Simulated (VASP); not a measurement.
# Si (I4/mmm) in VASP: further runs

The runs below take Si through single point, with PBEsol.

Program: VASP 6.6.1. These are calculated values, not measurements. Logs are shortened: lines on timing, memory, paths and dates and some standing lists are left out, and cuts for length are marked.

**1. The cell of the first run**

The structure is tetragonal, space group I4/mmm (No. 139). Conventional cell: a = 3.275 Å, b = 3.275 Å, c = 2.658 Å, α = 90.00°, β = 90.00°, γ = 90.00°. Within 3.5 Å of Si (site symmetry 4/mmm) lie 14 Si at 2.66 to 3.28 Å.

**2. Single point, PBEsol**

Contents of INCAR:

```
ALGO = Normal
EDIFF = 1E-6
ENCUT = 520
GGA = PS
ISIF = 2
ISMEAR = -1
LASPH = T
LCHARG = T
LELF = T
LREAL = F
LVHAR = T
LWAVE = F
NBANDS = 8
NELM = 60
PREC = Accurate
SIGMA = 0.1
```

Contents of KPOINTS:

```
k-points
0
Gamma
  14 14 14
```

Contents of POSCAR:

```
Si
1.0
   -1.6376845524      1.6376845524      1.3290741621
    1.6376845524     -1.6376845524      1.3290741621
    1.6376845524      1.6376845524     -1.3290741621
Si
1
Direct
    0.0000000000      0.0000000000      0.0000000000
```

Potentials or basis: VASP PAW PBE potentials, release 64 (Si).

Launch:

```
$ cat potpaw_PBE.64/Si/POTCAR > POTCAR
$ mpirun -np 1 vasp_std > vasp.out
```

OUTCAR:

```text
EDIFF = 1E-6
   ENCUT = 520
   GGA = PS
   ISIF = 2
   ISMEAR = -1
   LASPH = T
   LREAL = F
   NELM = 60
   PREC = Accurate

 ion  position               nearest neighbor table
   1  0.000  0.000  0.000-

  LATTYP: Found a body centered tetragonal cell.
 ALAT       =     3.2753691048
 C/A-ratio  =     0.8115568778

  Lattice vectors:

 A1 = (  -1.6376845524,   1.6376845524,   1.3290741621)
 A2 = (   1.6376845524,  -1.6376845524,   1.3290741621)
 A3 = (   1.6376845524,   1.6376845524,  -1.3290741621)

Analysis of symmetry for initial positions (statically):
=====================================================================
 Subroutine PRICEL returns:
 Original cell was already a primitive cell.

 Routine SETGRP: Setting up the symmetry group for a
 body centered tetragonal supercell.

 Subroutine GETGRP returns: Found 16 space group operations
 (whereof 16 operations were pure point group operations)
 out of a pool of 16 trial point group operations.

The static configuration has the point symmetry D_4h.

Analysis of symmetry for dynamics (positions and initial velocities):
=====================================================================
 Subroutine PRICEL returns:
 Original cell was already a primitive cell.

 Routine SETGRP: Setting up the symmetry group for a
 body centered tetragonal supercell.

 Subroutine GETGRP returns: Found 16 space group operations
 (whereof 16 operations were pure point group operations)
 out of a pool of 16 trial point group operations.

The dynamic configuration has the point symmetry D_4h.

 Subroutine INISYM returns: Found 16 space group operations
 (whereof 16 operations are pure point group operations),
 and found     1 'primitive' translations

----------------------------------------------------------------------------------------

                                     Primitive cell

  volume of cell :      14.2584

  direct lattice vectors                    reciprocal lattice vectors
    -1.637684552  1.637684552  1.329074162     0.000000000  0.305309102  0.376201731
     1.637684552 -1.637684552  1.329074162     0.305309102  0.000000000  0.376201731
     1.637684552  1.637684552 -1.329074162     0.305309102  0.305309102  0.000000000

  length of vectors
     2.670292028  2.670292028  2.670292028     0.484501176  0.484501176  0.431772273

  position of ions in fractional coordinates (direct lattice)
     0.000000000  0.000000000  0.000000000

  ion indices of the primitive-cell ions
   primitive index   ion index
                 1           1

----------------------------------------------------------------------------------------

 KPOINTS: k-points

Automatic generation of k-mesh.
 Grid dimensions read from file:
 generate k-points for:   14   14   14

 Generating k-lattice:

  Cartesian coordinates                     Fractional coordinates (reciprocal lattice)
     0.000000000  0.021807793  0.026871552     0.071428571  0.000000000 -0.000000000
     0.021807793  0.000000000  0.026871552     0.000000000  0.071428571 -0.000000000
     0.021807793  0.021807793  0.000000000     0.000000000  0.000000000  0.071428571

  Length of vectors
     0.034607227  0.034607227  0.030840877

  Shift w.r.t. Gamma in fractional coordinates (k-lattice)
     0.000000000  0.000000000  0.000000000

 Subroutine IBZKPT returns following result:
 ===========================================

 Found    244 irreducible k-points:

 Following reciprocal coordinates:
            Coordinates               Weight
  0.000000  0.000000  0.000000      1.000000
  0.071429  0.000000 -0.000000      8.000000
  0.142857  0.000000  0.000000      8.000000
  0.214286  0.000000 -0.000000      8.000000
  0.285714  0.000000  0.000000      8.000000
  0.357143  0.000000 -0.000000      8.000000
[... 16 lines left out ...]
  0.214286  0.142857 -0.000000     16.000000
  0.285714  0.142857 -0.000000     16.000000
 [... further k-points ...]
   k-points           NKPTS =    244   k-points in BZ     NKDIM =    244   number of bands    NBANDS=      8
   number of dos      NEDOS =    301   number of ions     NIONS =      1
   total plane-waves  NPLWV =   8000
   dimension x,y,z NGX =    20 NGY =   20 NGZ =   20
   dimension x,y,z NGXF=    40 NGYF=   40 NGZF=   40
   ions per type =               1
   NGX,Y,Z   is equivalent  to a cutoff of  12.45, 12.45, 12.45 a.u.
   NGXF,Y,Z  is equivalent  to a cutoff of  24.90, 24.90, 24.90 a.u.
 SYSTEM =  unknown system
   PREC   = accura    normal or accurate (medium, high low for compatibility)
   ISTART =      0    job   : 0-new  1-cont  2-samecut
   ICHARG =      2    charge: 1-file 2-atom 10-const
   ISPIN  =      1    spin polarized calculation?
   LNONCOLLINEAR =      F non collinear calculations
   LSORBIT =      F    spin-orbit coupling
   LASPH  =      T    aspherical Exc in radial PAW
   ENCUT  =  520.0 eV  38.22 Ry    6.18 a.u.   4.96  4.96  4.96*2*pi/ulx,y,z
   NELM   =     60;   NELMIN=  2; NELMDL= -5     # of ELM steps
   EDIFF  = 0.1E-05   stopping-criterion for ELM
   LREAL  =      F    real-space projection
   EDIFFG = 0.1E-04   stopping-criterion for IOM
   NSW    =      0    number of steps for IOM
   IBRION =     -1    ionic relax: 0-MD 1-quasi-New 2-CG
   NFREE  =      0    steps in history (QN), initial steepest desc. (CG)
   ISIF   =      2    stress and relaxation
   ISYM   =      2    0-nonsym 1-usesym 2-fastsym
   POTIM  = 0.5000    time-step for ionic-motion
   TEBEG  =    0.0;   TEEND  =   0.0 temperature during run
   PSTRESS=    0.0 pullay stress
   NELECT =       4.0000    total number of electrons
   NUPDOWN=      -1.0000    fix difference up-down
   EMIN   =  10.00;   EMAX   =-10.00  energy-range for DOS
   EFERMI =   0.00;   METHOD = LEGACY
   ISMEAR =    -1;   SIGMA  =   0.10  broadening in eV -4-tet -1-fermi 0-gaus
   EFERMI_NEDOS =   21; number of points for ismear=-14 and -15
   IALGO  =     38    algorithm
   IMIX   =      4    mixing-type and parameters
     AMIX     =   0.40;   BMIX     =  1.00
     AMIX_MAG =   1.60;   BMIX_MAG =  1.00
  volume/ion in A,a.u.               =      14.26        96.22
  Fermi-wavevector in a.u.,A,eV,Ry     =   1.071696  2.025212 15.626729  1.148532
  Thomas-Fermi vector in A             =   2.207444
   LORBIT       =      0    0 simple, 1 ext, 2 COOP (PROOUT), +10 PAW based schemes
   GGA     = PS    functional components
   LHFCALC =     F    Hartree Fock is set to
   AEXX    =    0.0000 exact exchange contribution
   IVDW    =     0    specifies the selected vdW correction
   LEPSILON=     F    determine dielectric tensor
   LRPA    =     F    only Hartree local field effects (RPA)
 non-spin polarized calculation
  energy-cutoff  :      520.00
  volume of cell :       14.26
 maximum number of plane-waves:       396
   NGX =  9   NGY =  9   NGZ =  9

 number of electron       4.0000000 magnetization

 Free energy of the ion-electron system (eV)
  ---------------------------------------------------
  ext. energy  EPLUGINS =         0.00000000
  ---------------------------------------------------
  free energy    TOTEN  =        -5.39679144 eV

  energy without entropy =       -5.38239309  energy(sigma->0) =       -5.38959226

 E-fermi :  10.2996     XC(G=0): -11.2954

 val. band max:       10.2867020013   @ k =   0.5000   0.5000   0.4286
 cond. band min:      10.3017149385   @ k =   0.2143   0.2143   0.0000
 fundamental gap:      0.0150129372
 Fermi energy:        10.2995614209

 k-point     1 :       0.0000    0.0000    0.0000
  band No.  band energies     occupation
      1      -4.2960      2.00000
      2      19.8115      0.00000
      3      20.2171      0.00000
      4      20.2171      0.00000
      5      23.1537      0.00000
      6      23.8694      0.00000
      7      25.3958      0.00000
      8      25.3958      0.00000

 k-point     2 :       0.0714    0.0000   -0.0000
  band No.  band energies     occupation
      1      -4.1220      2.00000
      2      18.4772      0.00000
      3      19.7369      0.00000
      4      21.6146      0.00000
      5      21.7839      0.00000
      6      24.6008      0.00000
      7      24.6269      0.00000
      8      24.9921      0.00000

 k-point     3 :       0.1429    0.0000    0.0000
  band No.  band energies     occupation
      1      -3.6008      2.00000
      2      17.2205      0.00000
      3      18.7158      0.00000
      4      19.0157      0.00000
      5      21.6887      0.00000
      6      23.8708      0.00000
      7      24.9118      0.00000
      8      26.3148      0.00000

 k-point     4 :       0.2143    0.0000   -0.0000
  band No.  band energies     occupation
      1      -2.7351      2.00000
      2      15.5789      0.00000
      3      16.2508      0.00000
      4      18.0551      0.00000
      5      20.2230      0.00000
      6      22.5824      0.00000
      7      27.0969      0.00000
      8      27.5095      0.00000

 k-point     5 :       0.2857    0.0000    0.0000
  band No.  band energies     occupation
      1      -1.5292      2.00000
      2      12.3579      0.00000
      3      15.5737      0.00000
      4      17.4241      0.00000
      5      18.7901      0.00000
      6      21.3399      0.00000
      7      27.5685      0.00000
      8      29.7590      0.00000

 k-point     6 :       0.3571    0.0000   -0.0000
  band No.  band energies     occupation
      1       0.0107      2.00000
      2       9.3302      1.99988
      3      15.1759      0.00000
      4      17.0131      0.00000
      5      17.6393      0.00000
      6      20.3325      0.00000
      7      27.9400      0.00000
      8      32.6232      0.00000

 k-point     7 :       0.4286    0.0000   -0.0000
  band No.  band energies     occupation
      1       1.8755      2.00000
      2       6.5589      2.00000
      3      15.0137      0.00000
      4      16.7989      0.00000
      5      16.8626      0.00000
      6      19.6709      0.00000
      7      28.4961      0.00000
      8      32.1189      0.00000

 k-point     8 :       0.5000    0.0000   -0.0000
  band No.  band energies     occupation
      1       3.9079      2.00000
      2       4.2225      2.00000
      3      14.9864      0.00000
      4      16.5756      0.00000
      5      16.7362      0.00000
      6      19.4380      0.00000
      7      28.8450      0.00000
      8      31.5009      0.00000

 k-point     9 :       0.0714    0.0714   -0.0000
  band No.  band energies     occupation
      1      -3.7380      2.00000
      2      17.7036      0.00000
      3      19.7721      0.00000
      4      19.7786      0.00000
      5      21.5670      0.00000
      6      22.7360      0.00000
      7      24.4705      0.00000
      8      26.1388      0.00000

 k-point    10 :       0.1429    0.0714    0.0000
  band No.  band energies     occupation
      1      -3.0085      2.00000
      2      16.6786      0.00000
      3      16.8963      0.00000
      4      18.4381      0.00000
      5      20.8769      0.00000
      6      22.6068      0.00000
      7      25.0138      0.00000
      8      26.0976      0.00000
[... 78 lines left out ...]
 k-point    18 :      -0.2857    0.0714    0.0000
  band No.  band energies     occupation
      1      -2.1895      2.00000
      2      14.1037      0.00000
      3      14.4123      0.00000
      4      17.7538      0.00000
      5      20.1703      0.00000
      6      23.6157      0.00000
      7      27.9247      0.00000
      8      29.1911      0.00000

 k-point    19 :      -0.2143    0.0714    0.0000
  band No.  band energies     occupation
      1      -3.1897      2.00000
      2      14.9406      0.00000
      3      17.6770      0.00000
      4      18.6198      0.00000
      5      21.6719      0.00000
      6      24.5449      0.00000
      7      25.9237      0.00000
      8      27.5234      0.00000

 k-point    20 :      -0.1429    0.0714   -0.0000
  band No.  band energies     occupation
      1      -3.8471      2.00000
      2      16.0538      0.00000
      3      19.6135      0.00000
      4      20.7886      0.00000
      5      22.6748      0.00000
      6      24.1074      0.00000
      7      25.1357      0.00000
      8      26.5871      0.00000

 k-point    21 :      -0.0714    0.0714    0.0000
  band No.  band energies     occupation
      1      -4.1584      2.00000
      2      17.3980      0.00000
      3      20.2996      0.00000
      4      21.5992      0.00000
      5      23.0038      0.00000
      6      23.7326      0.00000
      7      25.0727      0.00000
      8      26.4841      0.00000

 k-point    22 :       0.1429    0.1429   -0.0000
  band No.  band energies     occupation
      1      -2.0733      2.00000
      2      14.7680      0.00000
      3      15.8091      0.00000
      4      15.9679      0.00000
      5      21.4085      0.00000
      6      22.6026      0.00000
      7      24.9800      0.00000
      8      25.3360      0.00000

 k-point    23 :       0.2143    0.1429   -0.0000
  band No.  band energies     occupation
      1      -0.7998      2.00000
      2      11.9922      0.00000
      3      13.9838      0.00000
      4      15.4256      0.00000
      5      20.8625      0.00000
      6      22.5362      0.00000
      7      24.8431      0.00000
      8      27.1543      0.00000

 k-point    24 :       0.2857    0.1429   -0.0000
  band No.  band energies     occupation
      1       0.8054      2.00000
      2       9.0982      1.99999
      3      12.7420      0.00000
      4      15.1672      0.00000
      5      20.1402      0.00000
      6      22.3416      0.00000
      7      25.1781      0.00000
      8      29.9008      0.00000

 [... further k-points ...]
[... 5 lines left out ...]
  --------------------------------------------------------------------------------------
  -------------------------------------------------------------------------------------
  Total       -0.0529705     -0.0529705     -0.1495589      0.0000000     -0.0000000      0.0000000
  in kB       -5.9521684     -5.9521684    -16.8055707      0.0000000     -0.0000000      0.0000000
  external PRESSURE =      -9.5699692 kB  Pullay stress =       0.0000000 kB

 VOLUME and BASIS-vectors are now :
 -----------------------------------------------------------------------------
  energy-cutoff  :      520.00
  volume of cell :       14.26
      direct lattice vectors                 reciprocal lattice vectors
    -1.637684552  1.637684552  1.329074162     0.000000000  0.305309102  0.376201731
     1.637684552 -1.637684552  1.329074162     0.305309102  0.000000000  0.376201731
     1.637684552  1.637684552 -1.329074162     0.305309102  0.305309102  0.000000000

 POSITION                                       TOTAL-FORCE (eV/Angst)
 -----------------------------------------------------------------------------------
      0.00000      0.00000      0.00000         0.000000      0.000000      0.000000
 -----------------------------------------------------------------------------------
    total drift:                                0.000000      0.000000     -0.000000

  FREE ENERGIE OF THE ION-ELECTRON SYSTEM (eV)
  ---------------------------------------------------
  free  energy   TOTEN  =        -5.3967914380 eV

  energy  without entropy=       -5.3823930915  energy(sigma->0) =       -5.38959226
```

Wall time 6.7 s (1 thread of Intel Xeon 6975P-C (Granite Rapids), shared host); peak memory 0.13 GiB.

Results:

```yaml
Free_energy: -5.3968 eV
Pressure: -1.0 GPa
Band_gap_on_the_k_mesh: zero (band 2 reaches 19.86 eV, above the bottom of band 3 at 6.93 eV)
```

Levels at points of the mesh, in eV from the Fermi level:
| k point | band 1 | band 2 | band 3 | band 4 | band 5 | band 6 |
| --- | --- | --- | --- | --- | --- | --- |
| (0.00, 0.00, 0.00) | -14.60 | 9.51 | 9.92 | 9.92 | 12.85 | 13.57 |
| (0.50, 0.00, 0.00) | -6.39 | -6.08 | 4.69 | 6.28 | 6.44 | 9.14 |
| (0.50, 0.50, 0.00) | -8.51 | -7.33 | 8.84 | 11.38 | 11.49 | 11.68 |
| (0.50, 0.50, 0.50) | -2.40 | -2.40 | -1.57 | 1.17 | 4.07 | 6.45 |

Caveat: the PAW data sets were made with another functional, which shifts forces and pressure a little.

**3. Single point, PBEsol**

This run uses another cell than the first one, of 14.54 Å³/atom, 1.020 times its volume.

Contents of INCAR:

```
SYSTEM = Si
ALGO     = Normal         ! electronic algorithm
EDIFF    = 1E-6           ! SCF threshold, eV
ENCUT    = 520            ! plane-wave cutoff, eV
GGA      = PS             ! functional
ISIF     = 2              ! what is computed and relaxed
ISMEAR   = -1             ! smearing method
LASPH    = .True.         ! aspherical terms in the spheres
LCHARG   = .False.        ! write CHGCAR
LREAL    = .False.        ! projectors in reciprocal space
LWAVE    = .False.        ! write WAVECAR
NBANDS   = 8              ! bands
NELM     = 60             ! most SCF steps
PREC     = Accurate       ! precision mode
SIGMA    = 0.1            ! smearing width, eV
```

Contents of KPOINTS:

```
k-points
0
Gamma
  14 14 14
  0 0 0
```

Contents of POSCAR:

```
Si
1.0
   -1.6483191657      1.6483191657      1.3377047556
    1.6483191657     -1.6483191657      1.3377047556
    1.6483191657      1.6483191657     -1.3377047556
Si
1
Direct
    0.0000000000      0.0000000000      0.0000000000
```

Potentials or basis: VASP PAW PBE potentials, release 64 (Si).

Launch:

```
$ cat potpaw_PBE.64/Si/POTCAR > POTCAR
$ mpirun -np 1 vasp_std > vasp.out
```

Wall time 6.6 s (1 thread of Intel Xeon 6975P-C (Granite Rapids), shared host); peak memory 0.13 GiB.

It converged, with:

- Free energy: -5.3936 eV
- Pressure: -2.6 GPa
- Band gap on the k mesh: zero (band 2 reaches 19.51 eV, above the bottom of band 3 at 6.69 eV)

Stress tensor (GPa, compression positive):
```
-2.16  0.00  0.00
 0.00 -2.16  0.00
 0.00  0.00 -3.61
```

Levels at points of the mesh, in eV from the Fermi level:
| k point | band 1 | band 2 | band 3 | band 4 | band 5 |
| --- | --- | --- | --- | --- | --- |
| (0.00, 0.00, 0.00) | -14.41 | 9.48 | 9.73 | 9.73 | 12.77 |
| (0.50, 0.00, 0.00) | -6.28 | -6.04 | 4.60 | 6.29 | 6.34 |
| (0.50, 0.50, 0.00) | -8.44 | -7.19 | 8.67 | 11.26 | 11.32 |
| (0.50, 0.50, 0.50) | -2.35 | -2.35 | -1.63 | 1.25 | 4.00 |

Caveat: the PAW data sets were made with another functional, which shifts forces and pressure a little.

(Part 1 of 2 ends here.)
